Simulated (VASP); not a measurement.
Write the native input for VASP 6.6.1 that does the following.

* Task: electric field gradients
* Functional: PBEsol
* Potentials or basis: VASP PAW PBE potentials, release 64 (Ti_sv, C)
* Cutoff: 520 eV
* k mesh: 16 × 16 × 16
* Occupations: fermi-dirac, width 0.03 eV
* Spin: no spin polarisation
* Dipole correction: no
* Further INCAR settings: ALGO = Normal; EDIFF = 1e-08; NBANDS = 15

The structure of TiC lies in POSCAR:

```
TiC
1.0
    0.0649200000      2.1964600000      2.1964600000
    2.1964600000      0.0649200000      2.1964600000
    2.1964600000      2.1964600000      0.0649200000
Ti C
1 1
Direct
    0.0000000000      0.0000000000      0.0000000000
    0.5000000000      0.5000000000      0.5000000000
```

This cell differs from its parent crystal: equal xy, yz and zx shear strains of +3 %.

The input as run:

INCAR

```
SYSTEM = TiC
  ALGO = Normal
  EDIFF = 1E-8
  ENCUT = 520
  GGA = PS
  ISIF = 2
  ISMEAR = -1
  LASPH = .TRUE.
  LCHARG = .FALSE.
  LEFG = .TRUE.
  LREAL = .FALSE.
  LWAVE = .FALSE.
  NBANDS = 15
  NELM = 60
  PREC = Accurate
  SIGMA = 0.03
```

KPOINTS

```
k-points
0
G
  16 16 16
  0 0 0
```

Potentials or basis: VASP PAW PBE potentials, release 64 (Ti_sv, C).

The run is started by

```console
$ cat potpaw_PBE.64/Ti_sv/POTCAR potpaw_PBE.64/C/POTCAR > POTCAR
$ mpirun -np 1 vasp_std > vasp.out
```

Results of the run:

The pressure is -5.7 GPa. The band gap on the k mesh is zero (band 8 reaches 10.13 eV, above the bottom of band 9 at 9.08 eV).

Caveat: the cell differs from its parent crystal (equal xy, yz and zx shear strains of +3 %); without QUAD_EFG the Cq values of the log hold for a quadrupole moment of 1 mb, not for the nuclei; the PAW data sets were made with another functional, which shifts forces and pressure a little.

Wall time 99 s on 1 thread of Intel(R) Xeon(R) Platinum 8375C CPU @ 2.90GHz (Ice Lake) (shared host), peak memory 0.25 GiB.
